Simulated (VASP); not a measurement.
A run of VASP 6.6.1 is set up as follows.

POSCAR

```
ZnO
1.0
    2.9768605358      0.0000000000      0.0000000000
   -1.4884302679      2.5780368475      0.0000000000
    0.0000000000      0.0000000000      5.1256341728
Zn O
2 2
Direct
    0.0000000000      0.0000000000      0.0000000000
    0.0000000000      0.0000000000      0.5000000000
    0.3333333333      0.6666666667      0.2500000000
    0.6666666667      0.3333333333      0.7500000000
```

File INCAR.step1:

```
ALGO = Normal
EDIFF = 1E-4
ENCUT = 520
GGA = PE
ISMEAR = 0
LASPH = T
LCHARG = F
LREAL = F
LWAVE = T
NBANDS = 26
NELM = 60
PREC = Accurate
SIGMA = 0.01
```

Contents of INCAR.step2:

```
ALGO = Normal
EDIFF = 1E-6
ENCUT = 520
ISIF = 2
ISMEAR = 0
ISTART = 1
LASPH = T
LCHARG = T
LELF = T
LMIXTAU = T
LREAL = F
LVHAR = T
LWAVE = F
METAGGA = R2SCAN
NBANDS = 26
NELM = 60
PREC = Accurate
SIGMA = 0.01
```

KPOINTS

```
k-points
0
Gamma
  12 12 6
```

Potentials or basis: VASP PAW PBE potentials, release 64 (Zn, O).

Command:

```bash
$ cat potpaw_PBE.64/Zn/POTCAR potpaw_PBE.64/O/POTCAR > POTCAR
$ cp INCAR.step1 INCAR
$ mpirun -np 1 vasp_std > vasp.out
$ cp INCAR.step2 INCAR
$ mpirun -np 1 vasp_std > vasp.out
```

Problem. Estimate the pressure.

Solution. 1.3 GPa.

Problem. Estimate the band gap on the k mesh.

Solution. 1.34 eV, direct.

Stress tensor (GPa, compression positive):
```
1.17 0.00 0.00
0.00 1.17 0.00
0.00 0.00 1.47
```

Caveat: the PAW data sets were made with another functional, which shifts forces and pressure a little. r2SCAN opens gaps a little over a GGA but as a rule still falls short of measured ones.
